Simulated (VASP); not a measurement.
# Li2H in VASP: a series of runs, part 2 of 2

VASP 6.6.1.

## 4. Relaxation of cell and atoms, PBE

File INCAR:

```
SYSTEM = Li2H
PREC = Accurate ; ENCUT = 600
EDIFF = 1E-6 ; ISMEAR = 0
SIGMA = 0.1 ; LREAL = .False.
LASPH = .True. ; NELM = 80
ALGO = Normal ; ISIF = 3
LWAVE = .False. ; LCHARG = .False.
GGA = PE ; IBRION = 2
NSW = 90 ; EDIFFG = -0.04
```

File KPOINTS:

```
Automatic mesh
0
Gamma
  6 6 4
  0 0 0
```

File POSCAR:

```
Li2H
1.0
    1.2987583700     -4.5970081200      0.0000000000
    1.2987583700      4.5970081200      0.0000000000
    0.0000000000      0.0000000000      4.1010077000
Li H
4 2
Direct
    0.0691202900      0.9308797100      0.3802274500
    0.9308797100      0.0691202900      0.8802274500
    0.7996466800      0.2003533200      0.1957075300
    0.2003533200      0.7996466800      0.6957075300
    0.4064749600      0.5935250400      0.4990660500
    0.5935250400      0.4064749600      0.9990660500
```

Potentials or basis: VASP PAW PBE potentials, release 64 (Li_sv, H).

Launch:

```
cat potpaw_PBE.64/Li_sv/POTCAR potpaw_PBE.64/H/POTCAR > POTCAR
mpirun -np 1 vasp_std > vasp.out
```

OUTCAR:

```text
SYSTEM = Li2H
   PREC = Accurate
   ENCUT = 600
   EDIFF = 1E-6
   ISMEAR = 0
   LREAL = .False.
   LASPH = .True.
   NELM = 80
   ISIF = 3
   GGA = PE
   IBRION = 2
   NSW = 90
   EDIFFG = -0.04

 ion  position               nearest neighbor table
   1  0.069  0.931  0.380-   4 1.77   2 2.41   2 2.41   3 2.59   3 2.60   3 2.60
   2  0.931  0.069  0.880-   3 1.77   1 2.41   1 2.41   4 2.59   4 2.60   4 2.60
   3  0.800  0.200  0.196-   2 1.77   1 2.59   4 2.59   4 2.59   4 2.59   4 2.59   1 2.60   1 2.60

   4  0.200  0.800  0.696-   1 1.77   2 2.59   3 2.59   3 2.59   3 2.59   3 2.59   2 2.60   2 2.60

   5  0.406  0.594  0.499-
   6  0.594  0.406  0.999-

  LATTYP: Found a base centered orthorhombic cell.
 ALAT       =     2.5975167400
 B/A-ratio  =     3.5395407076
 C/A-ratio  =     1.5788185835

  Lattice vectors:
[... 653 lines left out ...]

[... ionic steps 4 to 16 ...]

--------------------------------------- Ionic step       17  -------------------------------------------

 number of electron      13.9999998 magnetization

------------------------ aborting loop because EDIFF is reached ----------------------------------------
[... 75 lines left out ...]
--------------------------------------- Ionic step       19  -------------------------------------------

 number of electron      13.9999999 magnetization

 Free energy of the ion-electron system (eV)
  ---------------------------------------------------
  ext. energy  EPLUGINS =         0.00000000
  ---------------------------------------------------
  free energy    TOTEN  =       -15.49713107 eV

  energy without entropy =      -15.49282218  energy(sigma->0) =      -15.49497662

 E-fermi :   1.7074     XC(G=0):  -7.8893

 val. band max:        1.6953042150   @ k =   0.3333   0.3333   0.0000
 cond. band min:       1.7084899594   @ k =   0.3333   0.3333   0.5000
 fundamental gap:      0.0131857444
 Fermi energy:         1.7073670177

 k-point     1 :       0.0000    0.0000    0.0000
  band No.  band energies     occupation
      1     -45.0681      2.00000
      2     -45.0357      2.00000
      3     -44.8401      2.00000
      4     -44.8303      2.00000
      5      -5.0839      2.00000
      6      -3.5912      2.00000
      7       0.3185      2.00000
      8       1.1123      2.00000
      9       3.0702      0.00000
     10       4.8513      0.00000
     11       6.0297      0.00000
[... 355 lines left out ...]
  FREE ENERGIE OF THE ION-ELECTRON SYSTEM (eV)
  ---------------------------------------------------
  free  energy   TOTEN  =       -15.4971310665 eV

  energy  without entropy=      -15.4928221809  energy(sigma->0) =      -15.49497662

 reached required accuracy - stopping structural energy minimisation
```

OSZICAR:

```text
N       E                     dE             d eps       ncg     rms          rms(c)
DAV:   1     0.505140615172E+02    0.50514E+02   -0.73198E+03   858   0.150E+03
DAV:   2     0.498489576669E-01   -0.50464E+02   -0.48837E+02   935   0.261E+02
DAV:   3    -0.120996364506E+02   -0.12149E+02   -0.11925E+02  1674   0.759E+01
[... 170 lines left out ...]
DAV:   2    -0.154972361562E+02   -0.24127E-02   -0.25664E-02  1043   0.168E+00    0.183E-01
DAV:   3    -0.154971267683E+02    0.10939E-03   -0.13133E-03  1479   0.380E-01    0.211E-02
DAV:   4    -0.154971301092E+02   -0.33409E-05   -0.45385E-05  1056   0.655E-02    0.445E-03
DAV:   5    -0.154971311491E+02   -0.10399E-05   -0.36210E-06  1072   0.164E-02    0.190E-03
DAV:   6    -0.154971310665E+02    0.82582E-07   -0.48677E-07   618   0.859E-03
  19 F= -.15497131E+02 E0= -.15494977E+02  d E =-.172308E-02
```

CONTCAR:

```text
Li2H
   1.00000000000000
     1.2703024264567484   -5.4857013203770624    0.0000000000000000
     1.2703024264567484    5.4857013203770624    0.0000000000000000
     0.0000000000000000    0.0000000000000000    4.8833789124505307
  Li              H
     4     2
Direct
     0.0475349136161531    0.9524650863838469    0.2670734270423947
     0.9524650863838469    0.0475349136161531    0.7670734270423947
     0.8114083165611431    0.1885916834388569    0.3496318213307098
     0.1885916834388569    0.8114083165611431    0.8496318213307098
     0.4335946505722590    0.5664053494277411    0.4582957816268982
     0.5664053494277411    0.4335946505722590    0.9582957816268982

  0.00000000E+00  0.00000000E+00  0.00000000E+00
  0.00000000E+00  0.00000000E+00  0.00000000E+00
  0.00000000E+00  0.00000000E+00  0.00000000E+00
  0.00000000E+00  0.00000000E+00  0.00000000E+00
  0.00000000E+00  0.00000000E+00  0.00000000E+00
  0.00000000E+00  0.00000000E+00  0.00000000E+00
```

Wall time 7.4 min (1 thread of Intel Xeon Platinum 8259CL at 2.50GHz (Skylake/Cascade Lake), shared host); peak memory 0.22 GiB.

Results:

```yaml
Free_energy: -15.4971 eV
Relaxed_volume: 11.34 Å³/atom
Relaxed_cell: a = 5.631 Å, b = 5.631 Å, c = 4.883 Å, α = 90.00°, β = 90.00°, γ = 153.92°
Space_group_after_relaxing_to_0.1_Å: Cmc2_1 (No. 36)
Energy_gained_by_relaxing: 557.0 meV/atom
Ionic_steps: 19
Pressure_after_relaxing: -0.1 GPa
Largest_force_after_relaxing: 0.037 eV/Å
Band_gap_on_the_k_mesh: zero (bands 7 and 8 overlap by 4.06 eV)
```

Forces on the atoms (eV/Å):
```
Li   0.000 -0.035  0.013
Li   0.000  0.035  0.013
Li   0.000 -0.004 -0.023
Li   0.000  0.004 -0.023
H    0.000 -0.013  0.010
H    0.000  0.013  0.010
```

The path:
| step | energy change (eV) | largest force (eV/Å) | pressure (GPa) | volume (Å³) |
| --- | --- | --- | --- | --- |
| 1 | 0.0000 | 2.7335 | 15.81 | 48.97 |
| 2 | -1.6945 | 1.5615 | 8.33 | 54.84 |
| 3 | -2.5866 | 0.6833 | 2.34 | 61.80 |
| 4 | -2.6108 | 0.6305 | -4.60 | 76.94 |
| 5 | -2.8091 | 0.6103 | -1.89 | 69.63 |
| 6 | -2.8134 | 0.6084 | -1.25 | 68.21 |
| 7 | -2.9020 | 0.5384 | -0.91 | 67.35 |
| 8 | -3.0165 | 0.2910 | 0.27 | 64.93 |
| 9 | -3.0845 | 0.2560 | 0.62 | 64.72 |
| 10 | -3.1794 | 0.3735 | 2.14 | 63.99 |
| 11 | -3.2320 | 0.3471 | 0.99 | 66.50 |
| 12 | -3.2444 | 0.3156 | 0.21 | 68.29 |
| 13 | -3.2837 | 0.2423 | -0.31 | 68.99 |
| 14 | -3.3045 | 0.1228 | -0.93 | 69.98 |
| 15 | -3.3265 | 0.1098 | -0.30 | 68.40 |
| 16 | -3.3311 | 0.1321 | 0.16 | 67.36 |
| 17 | -3.3375 | 0.0742 | 0.15 | 67.48 |
| 18 | -3.3403 | 0.0512 | 0.15 | 67.60 |
| 19 | -3.3420 | 0.0372 | -0.08 | 68.06 |

Final structure:
```yaml
crystal:
  lattice:
    - [1.27030, -5.48570, 0.00000]
    - [1.27030, 5.48570, 0.00000]
    - [0.00000, 0.00000, 4.88338]
  atoms:
    - { symbol: Li, position: [0.04753, 0.95246, 0.26707] }
    - { symbol: Li, position: [0.95246, 0.04753, 0.76707] }
    - { symbol: Li, position: [0.81141, 0.18859, 0.34963] }
    - { symbol: Li, position: [0.18859, 0.81141, 0.84963] }
    - { symbol: H, position: [0.43359, 0.56641, 0.45830] }
    - { symbol: H, position: [0.56641, 0.43359, 0.95830] }
```

Levels at points of the mesh, in eV from the Fermi level:
```
           k point  band 5  band 6  band 7  band 8  band 9  band 10
(0.00, 0.00, 0.00)   -6.79   -5.30   -1.39   -0.60    1.36     3.14
(0.50, 0.00, 0.00)   -4.60   -2.51    2.02    2.36    2.91     3.63
(0.50, 0.50, 0.00)   -6.64   -5.45   -2.21    0.43    1.73     2.14
(0.00, 0.00, 0.50)   -6.10   -6.10   -1.40   -1.40    2.21     2.21
(0.50, 0.00, 0.50)   -3.62   -3.62    2.01    2.01    2.83     2.83
(0.50, 0.50, 0.50)   -6.02   -6.02   -2.04   -2.04    4.60     4.60
```

Caveat: the k points lie up to 0.42 Å⁻¹ apart in the final cell, too coarse for converged energies and pressures of a metal; the cutoff is under 1.25 times the usual one of these potentials, so pressure, stress and relaxed cells hold a basis-set (Pulay) error; the volume moved by over 15 % at a fixed basis, so the end points are rough.

## 5. Single point, PBE

This run uses another cell than the first one: it holds 12 atoms, not 6.

File INCAR:

```
PREC     = Accurate       # precision mode
ENCUT    = 520            # plane-wave cutoff, eV
EDIFF    = 1E-6           # SCF threshold, eV
ISMEAR   = 0              # smearing method
SIGMA    = 0.2            # smearing width, eV
LREAL    = F              # projectors in reciprocal space
LASPH    = T              # aspherical terms in the spheres
NELM     = 80             # most SCF steps
ALGO     = Normal         # electronic algorithm
ISIF     = 2              # what is computed and relaxed
LWAVE    = F              # write WAVECAR
LCHARG   = F              # write CHGCAR
GGA      = PE             # functional
NBANDS   = 26             # bands
```

File KPOINTS:

```
regular mesh
0
Gamma
  4 4 4
```

File POSCAR:

```
Li2H
1.0
   -0.0042104893      0.0004622218     -4.9242953998
    5.0985510179     -0.0115694203      0.0047231169
   -1.2618801608     -5.6585806290     -0.0009885259
Li H
8 4
Direct
    0.7293338886      0.0245547867      0.1003785456
    0.7292324678      0.5245324681      0.1004683835
    0.2290567661      0.4752677132      0.8990694678
    0.2297014480      0.9754137253      0.9002996441
    0.6538357148      0.4085590989      0.6312660750
    0.6535964736      0.9086251139      0.6317186915
    0.1534007688      0.0914945820      0.3690030218
    0.1540534854      0.5916729280      0.3679847185
    0.5416054741      0.2183135748      0.8720213107
    0.5422255981      0.7178645712      0.8719617998
    0.0417879607      0.2818126982      0.1280792644
    0.0421658342      0.7818887396      0.1277490773
```

Launch:

```
cat potpaw_PBE.64/Li_sv/POTCAR potpaw_PBE.64/H/POTCAR > POTCAR
mpirun -np 1 vasp_std > vasp.out
```

Run time: 2.3 min. Hardware: 1 thread of Intel Xeon Platinum 8259CL at 2.50GHz (Skylake/Cascade Lake), shared host; peak memory 0.29 GiB.

Results (log left out):

```yaml
Free_energy: -31.2842 eV
Largest_force: 0.018 eV/Å
Band_gap_on_the_k_mesh: zero (bands 14 and 15 overlap by 1.48 eV)
```

Forces on the atoms (eV/Å):
```
Li   0.000  0.002 -0.010
Li   0.001  0.004 -0.007
Li  -0.003 -0.003 -0.009
Li   0.000  0.000 -0.004
Li   0.000  0.004 -0.005
Li   0.001  0.008 -0.006
Li   0.005 -0.004 -0.006
Li  -0.005 -0.009 -0.005
H   -0.006 -0.010  0.010
H    0.002 -0.011  0.015
H    0.003  0.010  0.012
H    0.001  0.007  0.014
```

Levels at points of the mesh, in eV from the Fermi level:
```
           k point  band 12  band 13  band 14  band 15  band 16  band 17
(0.00, 0.00, 0.00)    -2.54    -1.65    -0.68     1.29     1.87     2.29
(0.50, 0.00, 0.00)    -3.64    -1.51    -1.51     1.87     1.87     1.94
(0.00, 0.50, 0.00)    -4.25    -0.61    -0.60     0.98     0.99     2.23
(0.50, 0.50, 0.00)    -5.18    -0.31    -0.31    -0.31    -0.31     2.72
(0.00, 0.00, 0.50)    -2.55    -2.34     0.39     1.42     1.87     1.96
(0.50, 0.00, 0.50)    -3.64    -2.10    -2.10     1.93     1.94     2.65
(0.00, 0.50, 0.50)    -4.39    -1.04    -1.04     1.74     1.75     2.59
(0.50, 0.50, 0.50)    -5.13    -0.85    -0.85    -0.84    -0.84     4.36
```

Caveat: the cutoff is under 1.25 times the usual one of these potentials, so pressure, stress and relaxed cells hold a basis-set (Pulay) error.

## 6. Single point, PBE

This run uses another cell than the first one: it holds 12 atoms, not 6.

File INCAR:

```
ALGO = Normal ; EDIFF = 1E-6
ENCUT = 520 ; GGA = PE
ISIF = 2 ; ISMEAR = 0
LASPH = True ; LCHARG = True
LELF = True ; LREAL = False
LVHAR = True ; LWAVE = False
NBANDS = 26 ; NELM = 80
PREC = Accurate ; SIGMA = 0.2
```

File KPOINTS:

```
k-points
0
Gamma
  4 4 4
```

File POSCAR:

```
Li2H
1.0
    0.0000000000      0.0000000000     -4.9294740881
    5.1104978080      0.0000000000      0.0000000000
   -1.2776244520     -5.6508130376      0.0000000000
Li H
8 4
Direct
    0.7298931406      0.0250536108      0.1002144431
    0.7298931406      0.5250536108      0.1002144431
    0.2298931406      0.4749463892      0.8997855569
    0.2298931406      0.9749463892      0.8997855569
    0.6541371501      0.4078566871      0.6314267485
    0.6541371501      0.9078566871      0.6314267485
    0.1541371501      0.0921433129      0.3685732515
    0.1541371501      0.5921433129      0.3685732515
    0.5409686792      0.2185376551      0.8741506203
    0.5409686792      0.7185376551      0.8741506203
    0.0409686792      0.2814623449      0.1258493797
    0.0409686792      0.7814623449      0.1258493797
```

Potentials or basis: VASP PAW PBE potentials, release 64 (Li_sv, H).

Launch:

```
cat potpaw_PBE.64/Li_sv/POTCAR potpaw_PBE.64/H/POTCAR > POTCAR
mpirun -np 1 vasp_std > vasp.out
```

OUTCAR:

```text
EDIFF = 1E-6
   ENCUT = 520
   GGA = PE
   ISIF = 2
   ISMEAR = 0
   LASPH = True
   LREAL = False
   NELM = 80
   PREC = Accurate

 ion  position               nearest neighbor table
   1  0.730  0.025  0.100-   2 2.56   2 2.56   7 2.58
   2  0.730  0.525  0.100-   1 2.56   1 2.56   8 2.58
   3  0.230  0.475  0.900-   4 2.56   4 2.56   5 2.58
   4  0.230  0.975  0.900-   3 2.56   3 2.56   6 2.58
   5  0.654  0.408  0.631-   6 2.56   6 2.56   3 2.58
[... 942 lines left out ...]
  external PRESSURE =      -1.9255846 kB  Pullay stress =       0.0000000 kB

 VOLUME and BASIS-vectors are now :
 -----------------------------------------------------------------------------
  energy-cutoff  :      520.00
  volume of cell :      142.36
      direct lattice vectors                 reciprocal lattice vectors
     0.000000000  0.000000000 -4.929474088     0.000000000  0.000000000 -0.202861397
     5.110497808  0.000000000  0.000000000     0.195675654 -0.044241421  0.000000000
    -1.277624452 -5.650813038  0.000000000     0.000000000 -0.176965685  0.000000000

 POSITION                                       TOTAL-FORCE (eV/Angst)
 -----------------------------------------------------------------------------------
      0.00000     -0.56629     -3.59799         0.000168     -0.002735     -0.001363
      2.55525     -0.56629     -3.59799         0.000168     -0.002735     -0.001363
      1.27762     -5.08452     -1.13325        -0.000168      0.002735     -0.001363
      3.83287     -5.08452     -1.13325        -0.000168      0.002735     -0.001363
      1.27762     -3.56807     -3.22455         0.000250     -0.000860      0.001662
      3.83287     -3.56807     -3.22455         0.000250     -0.000860      0.001662
      0.00000     -2.08274     -0.75982        -0.000250      0.000860      0.001662
      2.55525     -2.08274     -0.75982        -0.000250      0.000860      0.001662
      0.00000     -4.93966     -2.66669        -0.000158      0.018969     -0.000299
      2.55525     -4.93966     -2.66669        -0.000158      0.018969     -0.000299
      1.27762     -0.71115     -0.20195         0.000158     -0.018969     -0.000299
      3.83287     -0.71115     -0.20195         0.000158     -0.018969     -0.000299
 -----------------------------------------------------------------------------------
    total drift:                                0.000002      0.000015      0.000540

  FREE ENERGIE OF THE ION-ELECTRON SYSTEM (eV)
  ---------------------------------------------------
  free  energy   TOTEN  =       -31.2837018587 eV

  energy  without entropy=      -31.2722086098  energy(sigma->0) =      -31.27795523
```

Wall time 2 min (1 thread of Intel Xeon Platinum 8259CL at 2.50GHz (Skylake/Cascade Lake), shared host); peak memory 0.28 GiB.

Results:

```yaml
Free_energy: -31.2837 eV
Largest_force: 0.019 eV/Å
Band_gap_on_the_k_mesh: zero (bands 14 and 15 overlap by 1.50 eV)
```

Forces in eV/Å, atoms in the order of the input:
```
Li   0.000 -0.003 -0.001
Li   0.000 -0.003 -0.001
Li   0.000  0.003 -0.001
Li   0.000  0.003 -0.001
Li   0.000 -0.001  0.002
Li   0.000 -0.001  0.002
Li   0.000  0.001  0.002
Li   0.000  0.001  0.002
H    0.000  0.019  0.000
H    0.000  0.019  0.000
H    0.000 -0.019  0.000
H    0.000 -0.019  0.000
```

Levels at points of the mesh, in eV from the Fermi level:
```tsv
k point	band 11	band 12	band 13	band 14	band 15	band 16	band 17	band 18
(0.00, 0.00, 0.00)	-4.62	-2.52	-1.64	-0.67	1.29	1.85	2.26	2.65
(0.50, 0.00, 0.00)	-3.64	-3.64	-1.49	-1.49	1.88	1.88	1.93	1.93
(0.00, 0.50, 0.00)	-4.22	-4.22	-0.62	-0.62	1.00	1.00	2.23	2.23
(0.50, 0.50, 0.00)	-5.17	-5.17	-0.31	-0.31	-0.31	-0.31	2.75	2.75
(0.00, 0.00, 0.50)	-4.62	-2.52	-2.35	0.40	1.44	1.85	1.97	2.26
(0.50, 0.00, 0.50)	-3.64	-3.64	-2.09	-2.09	1.93	1.93	2.65	2.65
(0.00, 0.50, 0.50)	-4.36	-4.36	-1.06	-1.06	1.75	1.75	2.61	2.61
(0.50, 0.50, 0.50)	-5.12	-5.12	-0.84	-0.84	-0.84	-0.84	4.37	4.37
```

Caveat: the cutoff is under 1.25 times the usual one of these potentials, so pressure, stress and relaxed cells hold a basis-set (Pulay) error.

## 7. The runs side by side

```csv
task,cell,k mesh,cutoff (eV),smearing,gap on the mesh (eV),largest force (eV/Å)
single point,"a = 4.777, b = 4.777, c = 4.101 Å, angles 90.0, 90.0, 148.4°, 6 atoms, atomic positions A",6 × 6 × 4,520,gaussian 0.1 eV,none,2.73
single point,"a = 5.765, b = 5.765, c = 4.985 Å, angles 90.0, 90.0, 154.4°, 6 atoms, atomic positions B",6 × 6 × 4,520,gaussian 0.1 eV,none,0.01
relaxation of cell and atoms,"relaxed from a = 4.777, b = 4.777, c = 4.101 Å, angles 90.0, 90.0, 148.4°, 6 atoms, atomic positions A",6 × 6 × 4,600,gaussian 0.1 eV,none,0.04
single point,"a = 4.924, b = 5.099, c = 5.798 Å, angles 102.4, 90.0, 90.1°, 12 atoms, atomic positions C",4 × 4 × 4,520,gaussian 0.2 eV,none,0.02
single point,"a = 4.929, b = 5.110, c = 5.793 Å, angles 102.7, 90.0, 90.0°, 12 atoms, atomic positions D",4 × 4 × 4,520,gaussian 0.2 eV,none,0.02
```

Alike in all rows: level PBE; potentials or basis VASP PAW PBE potentials, release 64 (Li_sv, H); no spin polarisation.

Caveats: some runs use coarse meshes; the cutoff is under 1.25 times the usual one of these potentials, so pressure, stress and relaxed cells hold a basis-set (Pulay) error; atoms lie so close that the PAW spheres overlap strongly, which falsifies energies and pressures (at least some runs); forces of over 1 eV/Å act on the atoms, so gaps and moduli don't describe the material at rest (at least some runs); the volume moved by over 15 % at a fixed basis, so the end points are rough (at least some runs).

Total energies depend on the potentials used, so only differences within one code and one set of settings carry meaning.

The gap in the log of VASP goes by the Fermi energy; the results here count the filled bands.